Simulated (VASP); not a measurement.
Set up this calculation in VASP 6.6.1, as the native input.

```yaml
Task: single point
Functional: PBE
Potentials_or_basis: VASP PAW PBE potentials, release 64 (Ca_sv, Cl)
Cutoff: 520 eV
k_mesh: 3 × 3 × 3
Occupations: gaussian, width 0.1 eV
Spin: no spin polarisation
Dipole_correction: no
Further_INCAR_settings: ALGO = Normal; EDIFF = 1e-06; NBANDS = 50
```

The structure of Ca2Cl lies in POSCAR:

```
Ca2Cl
1.0
    5.1948630700      2.9992555900      3.0190084000
   -5.1948630700      2.9992555900      3.0190084000
    0.0000000000     -5.9985111800      3.0190084000
Ca Cl
6 3
Direct
    0.2273139000      0.6366301800      0.2273139000
    0.2273139000      0.2273139000      0.6366301800
    0.6366301800      0.2273139000      0.2273139000
    0.7726861000      0.3633698200      0.7726861000
    0.3633698200      0.7726861000      0.7726861000
    0.7726861000      0.7726861000      0.3633698200
    0.5000000000      0.5000000000      0.0000000000
    0.0000000000      0.5000000000      0.5000000000
    0.5000000000      0.0000000000      0.5000000000
```

The input as run:

INCAR

```
SYSTEM = Ca2Cl
ALGO = Normal
EDIFF = 1E-6
ENCUT = 520
GGA = PE
ISIF = 2
ISMEAR = 0
LASPH = .TRUE.
LCHARG = .FALSE.
LREAL = .FALSE.
LWAVE = .FALSE.
NBANDS = 50
NELM = 60
PREC = Accurate
SIGMA = 0.1
```

KPOINTS

```
k-points
0
G
  3 3 3
  0 0 0
```

Potentials or basis: VASP PAW PBE potentials, release 64 (Ca_sv, Cl).

The run is started by

```bash
$ cat potpaw_PBE.64/Ca_sv/POTCAR potpaw_PBE.64/Cl/POTCAR > POTCAR
$ mpirun -np 1 vasp_std > vasp.out
```

It gave:

```yaml
Pressure: 3.9 GPa
Largest_force: 0.467 eV/Å
```

Caveat: an odd number of electrons without spin polarisation forces a metal; a magnetic or distorted state may lie lower.

Run time: 3 min on 1 thread of Intel Xeon 8259CL, with other jobs on the host, peak memory 0.36 GiB.
